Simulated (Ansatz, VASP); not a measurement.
**Si: VASP beside Ansatz**

```
Si
1.0
     3.68800    0.00000    0.00000
    -1.84400    3.19390    0.00000
     0.00000    0.00000   28.00000
Si
2
Direct
  0.33333 0.66667 0.50511
  0.66667 0.33333 0.49489
```

Alike in both runs: task single point; functional PBE; k mesh 15 × 15 × 1; occupations gaussian, width 0.1 eV; no spin polarisation.

|  | VASP | Ansatz |
| --- | --- | --- |
| version | VASP 6.6.1 | Ansatz 0.2.0 |
| potentials or method | VASP PAW PBE potentials, release 64 (Si), cutoff 520 eV | scalar-relativistic, plane waves, PAW |
| valence electrons in the cell | 8 | 8 |

Ansatz gave:

| Item | Value |
| --- | --- |
| gap on the k mesh at the Fermi level (eV) | none |
| rms of the force components (eV/Å) | 0.310 |
| work function, face that differs most (eV) | 4.50 |

Task: What did VASP give for the same quantities?

Result: gap on the k mesh at the Fermi level (eV): none; rms of the force components (eV/Å): 0.308; work function, face that differs most (eV): 4.50.

Atom by atom the forces differ by 0.002 eV/Å (rms over components). A gap of «none» marks a metal or a gap that the smearing closes. The functional is the same, so the differences come from potentials, cutoffs and numerics.
